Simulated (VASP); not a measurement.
Write the native input for VASP 6.6.1 that does the following.

| Property | Result |
| --- | --- |
| Task | single point |
| Functional | PBE |
| Potentials or basis | VASP PAW PBE potentials, release 64 (Hf_pv) |
| Cutoff | 520 eV |
| k mesh | 14 × 14 × 14 |
| Occupations | fermi-dirac, width 0.05 eV |
| Spin | no spin polarisation |
| Dipole correction | no |
| Further INCAR settings | ALGO = Normal; EDIFF = 1e-07; NBANDS = 17 |

The structure of Hf lies in POSCAR:

```
Hf
1.0
   -2.5166996570      2.5166996570      1.3802390879
    2.5166996570     -2.5166996570      1.3802390879
    2.5166996570      2.5166996570     -1.3802390879
Hf
2
Direct
   -0.3750000000     -0.1250000000     -0.2500000000
    0.3750000000      0.1250000000      0.2500000000
```

One way to write it, as run:

INCAR

```
PREC = Accurate
ENCUT = 520
EDIFF = 1E-7
ISMEAR = -1
SIGMA = 0.05
LREAL = False
LASPH = True
NELM = 80
ALGO = Normal
ISIF = 2
LWAVE = False
LCHARG = False
GGA = PE
NBANDS = 17
```

KPOINTS

```
regular mesh
0
Gamma
  14 14 14
```

Potentials or basis: VASP PAW PBE potentials, release 64 (Hf_pv).

Launch:

```console
$ cat potpaw_PBE.64/Hf_pv/POTCAR > POTCAR
$ mpirun -np 1 vasp_std > vasp.out
```

It gave:

```yaml
Pressure: 40.8 GPa
Band_gap_on_the_k_mesh: zero (band 10 reaches 6.68 eV, above the bottom of band 11 at 5.31 eV)
```

Caveat: spin-orbit coupling is left out, which moves the levels of the heavy elements.

It took 68 s on 1 thread of Intel(R) Xeon(R) 6975P-C (Granite Rapids), with other jobs on the host, peak memory 0.25 GiB.
